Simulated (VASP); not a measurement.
## Lu3TaN: single point with PBE

Crystal: Lu3TaN.

```
CELL_PARAMETERS angstrom
4.54099 0.00000 0.00000
0.00000 4.54099 0.00000
0.00000 0.00000 4.54099
ATOMIC_POSITIONS crystal
Ta 0.99321 0.00853 0.98765
Lu 0.50800 0.49416 0.00035
Lu 0.98803 0.50057 0.51820
Lu 0.51000 0.99454 0.49662
N 0.51235 0.52382 0.47017
```

| Quantity | Value |
| --- | --- |
| Program | VASP 6.6.1 |
| Task | single point |
| Functional | PBE |
| Potentials or basis | VASP PAW PBE potentials, release 64 (Ta_pv, Lu, N) |
| Cutoff | 520 eV |
| k mesh | 3 × 3 × 3 |
| Occupations | fermi-dirac, width 0.05 eV |
| Spin | no spin polarisation |
| Dipole correction | no |
| Further INCAR settings | ALGO = Normal; EDIFF = 1e-06; NBANDS = 54 |

```yaml
Pressure: 11.5 GPa
Largest_force: 1.797 eV/Å
```

Forces in eV/Å, atoms in the order of the input:
```
Ta   0.304 -0.149  0.184
Lu  -0.329  0.093 -0.997
Lu   1.296 -0.084 -0.500
Lu  -0.388  1.222  0.180
N   -0.882 -1.081  1.133
```

Stress tensor (GPa, compression positive):
```
10.76 -0.44  0.37
-0.44 11.94  0.37
 0.37  0.37 11.78
```

Levels at points of the mesh, in eV from the Fermi level:
| k point | band 43 | band 44 | band 45 | band 46 | band 47 | band 48 | band 49 | band 50 |
| --- | --- | --- | --- | --- | --- | --- | --- | --- |
| (0.00, 0.00, 0.00) | -1.57 | -1.28 | -0.97 | -0.85 | 2.21 | 2.27 | 2.32 | 4.07 |

It took 3.5 min on 1 thread of AMD EPYC 7R13, with other jobs on the host, peak memory 0.22 GiB.

Caveat: the k points lie up to 0.46 Å⁻¹ apart; spin-orbit coupling is left out, which moves the levels of the heavy elements; forces of over 1 eV/Å act on the atoms, so gaps and moduli don't describe the material at rest.
